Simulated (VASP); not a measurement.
# AlN in VASP: a series of runs

Runs on AlN. Level: PBEsol. Tasks: electric field gradients.

All numbers are computed with VASP 6.6.1; they aren't measurements. Logs are shortened: lines on timing, memory, paths and dates and some standing lists are left out, and cuts for length are marked.

## Step 1: The cell of the first run

The structure is hexagonal, space group P6_3mc (No. 186). Conventional cell: a = 3.152 Å, b = 3.152 Å, c = 5.044 Å, α = 90.00°, β = 90.00°, γ = 120.00°. Al (site symmetry 3m) has 4 N at 1.91 to 1.94 Å within 2.5 Å. N (site symmetry 3m) has 4 Al at 1.91 to 1.94 Å within 2.5 Å.

## Step 2: Electric field gradients, PBEsol (10.85 Å³/atom)

INCAR

```
ALGO = Normal
EDIFF = 1E-8
ENCUT = 520
GGA = PS
ISIF = 2
ISMEAR = -1
LASPH = T
LCHARG = F
LEFG = T
LREAL = F
LWAVE = F
NBANDS = 16
NELM = 60
PREC = Accurate
SIGMA = 0.02
```

KPOINTS

```
k-points
0
Gamma
  11 11 6
```

POSCAR

```
AlN
1.0
    3.1519410852      0.0000000000      0.0000000000
   -1.5759705426      2.7296610510      0.0000000000
    0.0000000000      0.0000000000      5.0435075122
Al N
2 2
Direct
    0.3333333333      0.6666666667      0.0000000000
    0.6666666667      0.3333333333      0.5000000000
    0.3333333333      0.6666666667      0.3850000000
    0.6666666667      0.3333333333      0.8850000000
```

Potentials or basis: VASP PAW PBE potentials, release 64 (Al, N).

Started as:

```console
$ cat potpaw_PBE.64/Al/POTCAR potpaw_PBE.64/N/POTCAR > POTCAR
$ mpirun -np 1 vasp_std > vasp.out
```

OUTCAR:

```text
EDIFF = 1E-8
   ENCUT = 520
   GGA = PS
   ISIF = 2
   ISMEAR = -1
   LASPH = T
   LREAL = F
   NELM = 60
   PREC = Accurate

 ion  position               nearest neighbor table
   1  0.333  0.667  0.000-   4 1.91   4 1.91   4 1.91   3 1.94   2 3.11   2 3.11   2 3.11   2 3.11
                             2 3.11   2 3.11
   2  0.667  0.333  0.500-   3 1.91   3 1.91   3 1.91   4 1.94   1 3.11   1 3.11   1 3.11   1 3.11
                             1 3.11   1 3.11
   3  0.333  0.667  0.385-   2 1.91   2 1.91   2 1.91   1 1.94
   4  0.667  0.333  0.885-   1 1.91   1 1.91   1 1.91   2 1.94

  LATTYP: Found a hexagonal cell.
 ALAT       =     3.1519410852
 C/A-ratio  =     1.6001274693

  Lattice vectors:

 A1 = (   3.1519410852,   0.0000000000,   0.0000000000)
 A2 = (  -1.5759705426,   2.7296610510,   0.0000000000)
 A3 = (   0.0000000000,   0.0000000000,   5.0435075122)

Analysis of symmetry for initial positions (statically):
=====================================================================
 Subroutine PRICEL returns:
 Original cell was already a primitive cell.

 Routine SETGRP: Setting up the symmetry group for a
 hexagonal supercell.

 Subroutine GETGRP returns: Found 12 space group operations
 (whereof  6 operations were pure point group operations)
 out of a pool of 24 trial point group operations.

The static configuration has the point symmetry C_3v.
 The point group associated with its full space group is C_6v.

Analysis of symmetry for dynamics (positions and initial velocities):
=====================================================================
 Subroutine PRICEL returns:
 Original cell was already a primitive cell.

 Routine SETGRP: Setting up the symmetry group for a
 hexagonal supercell.

 Subroutine GETGRP returns: Found 12 space group operations
 (whereof  6 operations were pure point group operations)
 out of a pool of 24 trial point group operations.

The dynamic configuration has the point symmetry C_3v.
 The point group associated with its full space group is C_6v.

 Subroutine INISYM returns: Found 12 space group operations
 (whereof  6 operations are pure point group operations),
 and found     1 'primitive' translations

----------------------------------------------------------------------------------------

                                     Primitive cell

  volume of cell :      43.3930

  direct lattice vectors                    reciprocal lattice vectors
     3.151941085  0.000000000  0.000000000     0.317264813  0.183172925  0.000000000
    -1.575970543  2.729661051  0.000000000     0.000000000  0.366345851  0.000000000
     0.000000000  0.000000000  5.043507512     0.000000000  0.000000000  0.198274712

  length of vectors
     3.151941085  3.151941085  5.043507512     0.366345851  0.366345851  0.198274712

  position of ions in fractional coordinates (direct lattice)
     0.333333333  0.666666667  0.000000000
     0.666666667  0.333333333  0.500000000
     0.333333333  0.666666667  0.385000000
     0.666666667  0.333333333  0.885000000

  ion indices of the primitive-cell ions
   primitive index   ion index
                 1           1
                 2           2
                 3           3
                 4           4

----------------------------------------------------------------------------------------

 KPOINTS: k-points

Automatic generation of k-mesh.
 Grid dimensions read from file:
 generate k-points for:   11   11    6

 Generating k-lattice:

  Cartesian coordinates                     Fractional coordinates (reciprocal lattice)
     0.028842256  0.016652084  0.000000000     0.090909091 -0.000000000  0.000000000
     0.000000000  0.033304168  0.000000000     0.000000000  0.090909091  0.000000000
     0.000000000  0.000000000  0.033045785     0.000000000  0.000000000  0.166666667

  Length of vectors
     0.033304168  0.033304168  0.033045785

  Shift w.r.t. Gamma in fractional coordinates (k-lattice)
     0.000000000  0.000000000  0.000000000

 Subroutine IBZKPT returns following result:
 ===========================================

 Found     64 irreducible k-points:

 Following reciprocal coordinates:
            Coordinates               Weight
  0.000000  0.000000  0.000000      1.000000
  0.090909 -0.000000  0.000000      6.000000
  0.181818 -0.000000  0.000000      6.000000
  0.272727 -0.000000  0.000000      6.000000
  0.363636 -0.000000  0.000000      6.000000
  0.454545 -0.000000  0.000000      6.000000
[... 16 lines left out ...]
  0.090909  0.090909  0.166667     12.000000
  0.181818  0.090909  0.166667     24.000000
 [... further k-points ...]
   k-points           NKPTS =     64   k-points in BZ     NKDIM =     64   number of bands    NBANDS=     16
   number of dos      NEDOS =    301   number of ions     NIONS =      4
   total plane-waves  NPLWV =  23040
   dimension x,y,z NGX =    24 NGY =   24 NGZ =   40
   dimension x,y,z NGXF=    48 NGYF=   48 NGZF=   80
   ions per type =               2   2
   NGX,Y,Z   is equivalent  to a cutoff of  12.66, 12.66, 13.18 a.u.
   NGXF,Y,Z  is equivalent  to a cutoff of  25.32, 25.32, 26.37 a.u.
 SYSTEM =  unknown system
   PREC   = accura    normal or accurate (medium, high low for compatibility)
   ISTART =      0    job   : 0-new  1-cont  2-samecut
   ICHARG =      2    charge: 1-file 2-atom 10-const
   ISPIN  =      1    spin polarized calculation?
   LNONCOLLINEAR =      F non collinear calculations
   LSORBIT =      F    spin-orbit coupling
   LASPH  =      T    aspherical Exc in radial PAW
   ENCUT  =  520.0 eV  38.22 Ry    6.18 a.u.   5.86  5.86  9.38*2*pi/ulx,y,z
   NELM   =     60;   NELMIN=  2; NELMDL= -5     # of ELM steps
   EDIFF  = 0.1E-07   stopping-criterion for ELM
   LREAL  =      F    real-space projection
   EDIFFG = 0.1E-06   stopping-criterion for IOM
   NSW    =      0    number of steps for IOM
   IBRION =     -1    ionic relax: 0-MD 1-quasi-New 2-CG
   NFREE  =      0    steps in history (QN), initial steepest desc. (CG)
   ISIF   =      2    stress and relaxation
   ISYM   =      2    0-nonsym 1-usesym 2-fastsym
   POTIM  = 0.5000    time-step for ionic-motion
   TEBEG  =    0.0;   TEEND  =   0.0 temperature during run
   PSTRESS=    0.0 pullay stress
   NELECT =      16.0000    total number of electrons
   NUPDOWN=      -1.0000    fix difference up-down
   EMIN   =  10.00;   EMAX   =-10.00  energy-range for DOS
   EFERMI =   0.00;   METHOD = LEGACY
   ISMEAR =    -1;   SIGMA  =   0.02  broadening in eV -4-tet -1-fermi 0-gaus
   EFERMI_NEDOS =   21; number of points for ismear=-14 and -15
   IALGO  =     38    algorithm
   IMIX   =      4    mixing-type and parameters
     AMIX     =   0.40;   BMIX     =  1.00
     AMIX_MAG =   1.60;   BMIX_MAG =  1.00
  volume/ion in A,a.u.               =      10.85        73.21
  Fermi-wavevector in a.u.,A,eV,Ry     =   1.173929  2.218403 18.750301  1.378108
  Thomas-Fermi vector in A             =   2.310334
   LORBIT       =      0    0 simple, 1 ext, 2 COOP (PROOUT), +10 PAW based schemes
   GGA     = PS    functional components
   LHFCALC =     F    Hartree Fock is set to
   AEXX    =    0.0000 exact exchange contribution
   IVDW    =     0    specifies the selected vdW correction
   LEPSILON=     F    determine dielectric tensor
   LRPA    =     F    only Hartree local field effects (RPA)
 non-spin polarized calculation
  energy-cutoff  :      520.00
  volume of cell :       43.39
 maximum number of plane-waves:      1194
 NGX is ok and might be reduce to    24
   NGX = 11   NGY = 11   NGZ = 19

 number of electron      16.0000001 magnetization

 Free energy of the ion-electron system (eV)
  ---------------------------------------------------
  ext. energy  EPLUGINS =         0.00000000
  ---------------------------------------------------
  free energy    TOTEN  =       -31.27608491 eV

  energy without entropy =      -31.27608491  energy(sigma->0) =      -31.27608491

 E-fermi :   6.2011     XC(G=0): -10.9418

 val. band max:        5.7552489781   @ k =   0.0000   0.0000   0.0000
 cond. band min:       9.5067836192   @ k =   0.0000   0.0000   0.0000
 fundamental gap:      3.7515346411
 Fermi energy:         6.2010619236

 k-point     1 :       0.0000    0.0000    0.0000
  band No.  band energies     occupation
      1      -9.2385      2.00000
      2      -7.1724      2.00000
      3      -0.1613      2.00000
      4       4.8243      2.00000
      5       4.8243      2.00000
      6       5.4701      2.00000
[... 8 lines left out ...]
     15      18.3597      0.00000
     16      18.3597      0.00000

 k-point     2 :       0.0909   -0.0000    0.0000
  band No.  band energies     occupation
      1      -9.1366      2.00000
      2      -7.1149      2.00000
      3      -0.0389      2.00000
      4       4.3439      2.00000
      5       4.6907      2.00000
      6       4.9823      2.00000
[... 8 lines left out ...]
     15      18.3655      0.00000
     16      18.4574      0.00000

 k-point     3 :       0.1818   -0.0000    0.0000
  band No.  band energies     occupation
      1      -8.8420      2.00000
      2      -6.9612      2.00000
      3       0.3207      2.00000
      4       3.2182      2.00000
      5       4.0073      2.00000
      6       4.3867      2.00000
[... 8 lines left out ...]
     15      17.5092      0.00000
     16      18.0782      0.00000

 k-point     4 :       0.2727   -0.0000    0.0000
  band No.  band energies     occupation
      1      -8.3914      2.00000
      2      -6.7705      2.00000
      3       0.8901      2.00000
      4       1.9786      2.00000
      5       2.9892      2.00000
      6       4.0547      2.00000
[... 8 lines left out ...]
     15      17.2846      0.00000
     16      18.8367      0.00000
[... 324 lines left out ...]
 k-point    22 :       0.4545   -0.0000    0.1667
  band No.  band energies     occupation
      1      -7.3687      2.00000
      2      -6.7028      2.00000
      3       0.2532      2.00000
      4       1.2825      2.00000
      5       2.7256      2.00000
      6       3.7199      2.00000
[... 8 lines left out ...]
     15      17.5612      0.00000
     16      20.3054      0.00000

 k-point    23 :       0.0909    0.0909    0.1667
  band No.  band energies     occupation
      1      -8.8397      2.00000
      2      -7.1875      2.00000
      3       0.5008      2.00000
      4       3.7959      2.00000
      5       3.8300      2.00000
      6       4.6102      2.00000
[... 8 lines left out ...]
     15      17.7566      0.00000
     16      18.5065      0.00000

 k-point    24 :       0.1818    0.0909    0.1667
  band No.  band energies     occupation
      1      -8.4726      2.00000
      2      -6.9867      2.00000
      3       0.8399      2.00000
      4       2.6949      2.00000
      5       3.0855      2.00000
      6       4.1906      2.00000
[... 8 lines left out ...]
     15      17.6582      0.00000
     16      18.7542      0.00000

 [... further k-points ...]
[... 5 lines left out ...]
  --------------------------------------------------------------------------------------
  -------------------------------------------------------------------------------------
  Total       -1.7734949     -1.7734949     -2.0552056      0.0000000      0.0000000      0.0000000
  in kB      -65.4818632    -65.4818632    -75.8833270      0.0000000      0.0000000      0.0000000
  external PRESSURE =     -68.9490178 kB  Pullay stress =       0.0000000 kB

 VOLUME and BASIS-vectors are now :
 -----------------------------------------------------------------------------
  energy-cutoff  :      520.00
  volume of cell :       43.39
      direct lattice vectors                 reciprocal lattice vectors
     3.151941085  0.000000000  0.000000000     0.317264813  0.183172925  0.000000000
    -1.575970543  2.729661051  0.000000000     0.000000000  0.366345851  0.000000000
     0.000000000  0.000000000  5.043507512     0.000000000  0.000000000  0.198274712

 POSITION                                       TOTAL-FORCE (eV/Angst)
 -----------------------------------------------------------------------------------
     -0.00000      1.81977      0.00000         0.000000      0.000000      0.175355
      1.57597      0.90989      2.52175        -0.000000     -0.000000      0.175355
     -0.00000      1.81977      1.94175         0.000000     -0.000000     -0.175355
      1.57597      0.90989      4.46350        -0.000000      0.000000     -0.175355
 -----------------------------------------------------------------------------------
    total drift:                               -0.000000      0.000000      0.000266

  FREE ENERGIE OF THE ION-ELECTRON SYSTEM (eV)
  ---------------------------------------------------
  free  energy   TOTEN  =       -31.2760849125 eV

  energy  without entropy=      -31.2760849125  energy(sigma->0) =      -31.27608491

 Electric field gradients (V/A^2)
---------------------------------------------------------------------
 ion       V_xx      V_yy      V_zz      V_xy      V_xz      V_yz
---------------------------------------------------------------------
   1      -4.050    -4.050     8.100     0.000     0.000    -0.000
   2      -4.050    -4.050     8.100     0.000    -0.000     0.000
   3      -0.195    -0.196     0.391    -0.001     0.000    -0.000
   4      -0.195    -0.196     0.391    -0.001    -0.000     0.000
---------------------------------------------------------------------

 Electric field gradients after diagonalization (V/A^2)
 (convention: |V_zz| > |V_xx| > |V_yy|)
----------------------------------------------------------------------
 ion       V_xx      V_yy      V_zz     asymmetry (V_yy - V_xx)/ V_zz
----------------------------------------------------------------------
   1      -4.050    -4.050     8.100       0.000
   2      -4.050    -4.050     8.100       0.000
   3      -0.197    -0.195     0.391       0.005
   4      -0.197    -0.195     0.391       0.005
----------------------------------------------------------------------

           NMR quadrupolar parameters

 Cq : quadrupolar parameter    Cq=e*Q*V_zz/h
 eta: asymmetry parameters     (V_yy - V_xx)/ V_zz
 Q  : nuclear electric quadrupole moment in mb (millibarn)
----------------------------------------------------------------------
 ion       Cq(MHz)       eta       Q (mb)
----------------------------------------------------------------------
   1       0.020       0.000       1.000
   2       0.020       0.000       1.000
   3       0.001       0.005       1.000
   4       0.001       0.005       1.000
----------------------------------------------------------------------
```

Run time: 50 s. Hardware: 1 thread of Intel Xeon 8259CL, shared host; peak memory 0.18 GiB.

What came out:

```
Free energy                             : -31.2761 eV
Pressure                                : -6.9 GPa
Largest force                           : 0.175 eV/Å
Band gap on the k mesh                  : 3.75 eV
Largest electric field gradient by atom : Al +8.1; N +0.4 V/Å²
```

Forces on the atoms (eV/Å):
```
Al   0.000  0.000  0.175
Al   0.000  0.000  0.175
N    0.000  0.000 -0.175
N    0.000  0.000 -0.175
```

Stress tensor (GPa, compression positive):
```
-6.55  0.00  0.00
 0.00 -6.55  0.00
 0.00  0.00 -7.59
```

Electric field gradients, principal values (V/Å²):
```
atom   least  middle  greatest (by size)
1 Al  -4.050  -4.050               8.100
2 Al  -4.050  -4.050               8.100
 3 N  -0.195  -0.197               0.391
 4 N  -0.195  -0.197               0.391
```

Caveat: the cell stands under tension; without QUAD_EFG the Cq values of the log hold for a quadrupole moment of 1 mb, not for the nuclei; the PAW data sets were made with another functional, which shifts forces and pressure a little; an odd mesh through Γ misses points on the zone boundary, where band edges can lie.

[end of part 1 of 2]
